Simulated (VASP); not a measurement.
## MgC6: single point with PBE

Crystal: MgC6.

```xyz
7
Lattice="4.2647 0.0000 0.0000 -2.1323 3.6933 0.0000 0.0000 0.0000 7.9302" Properties=species:S:1:pos:R:3 pbc="T T T"
Mg    0.0000    0.0000    0.0000
C     1.4215    0.0000    3.9651
C     2.8432    0.0000    3.9651
C    -0.7108    1.2311    3.9651
C    -1.4216    2.4623    3.9651
C     1.4216    2.4623    3.9651
C     0.7108    1.2311    3.9651
```

The cell was generated, and may not be a known phase.

- Program: VASP 6.6.1
- Task: single point
- Functional: PBE
- Potentials or basis: VASP PAW PBE potentials, release 64 (Mg_sv, C)
- Cutoff: 840 eV
- k mesh: 12 × 12 × 6
- Occupations: gaussian, width 0.1 eV
- Spin: no spin polarisation

```yaml
Pressure: -0.1 GPa
Largest_force: 0.005 eV/Å
Band_gap_on_the_k_mesh: zero (bands 17 and 18 overlap by 0.74 eV)
```

Forces in eV/Å, atoms in the order of the input:
```
Mg   0.000  0.000  0.000
C   -0.005  0.000  0.000
C    0.005  0.000  0.000
C    0.003 -0.004  0.000
C   -0.003  0.004  0.000
C    0.003  0.004  0.000
C   -0.003 -0.004  0.000
```

Stress tensor (GPa, compression positive):
```
-0.02  0.00  0.00
 0.00 -0.02  0.00
 0.00  0.00 -0.14
```

Levels at points of the mesh, in eV from the Fermi level:
| k point | band 13 | band 14 | band 15 | band 16 | band 17 | band 18 | band 19 | band 20 | band 21 | band 22 |
| --- | --- | --- | --- | --- | --- | --- | --- | --- | --- | --- |
| (0.00, 0.00, 0.00) | -3.59 | -3.59 | -2.69 | -0.58 | -0.58 | -0.56 | -0.56 | 1.76 | 4.45 | 6.61 |
| (0.50, 0.00, 0.00) | -6.98 | -5.95 | -5.92 | -2.94 | -0.51 | 0.57 | 1.08 | 3.62 | 4.86 | 5.16 |
| (0.00, 0.00, 0.50) | -3.59 | -3.59 | -2.52 | -0.58 | -0.58 | -0.56 | -0.56 | 0.91 | 6.56 | 6.70 |
| (0.50, 0.00, 0.50) | -6.98 | -5.96 | -5.93 | -2.94 | -0.35 | 0.72 | 1.09 | 2.93 | 4.20 | 4.96 |

Run time: 7.1 min on 1 thread of Intel(R) Xeon(R) Platinum 8375C CPU @ 2.90GHz (Ice Lake) (shared host), peak memory 0.61 GiB.
